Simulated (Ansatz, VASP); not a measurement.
# Two plane-wave programs on Yb

```
Yb
1.0
     0.00000    2.61179    2.82726
     2.61179    0.00000    2.82726
     2.61179    2.61179    0.00000
Yb
1
Direct
  0.00000 0.00000 0.00000
```

Change from the starting cell: engineering shear strain xz +0.0000, normal strain along z +0.0825.

Alike in both runs: task single point; functional PBE; k mesh 14 × 14 × 14; occupations gaussian, width 0.15 eV; no spin polarisation.

|  | VASP | Ansatz |
| --- | --- | --- |
| version | VASP 6.6.1 | Ansatz 0.2.0 |
| potentials or method | VASP PAW PBE potentials, release 64 (Yb), cutoff 520 eV | scalar-relativistic, plane waves, PAW |
| valence electrons in the cell | 24 | 24 |

```csv
,VASP,Ansatz,Ansatz less VASP
gap on the k mesh at the Fermi level (eV),none,none,-
pressure (GPa),0.0,-1.3,-1.36
"traceless stress, the component that is largest in VASP (GPa)",-0.71,-0.68,+0.033
```

A gap of «none» marks a metal or a gap that the smearing closes. With one functional, cell and mesh, what is left measures potentials, basis and numerics.

Spin-orbit coupling is off throughout.
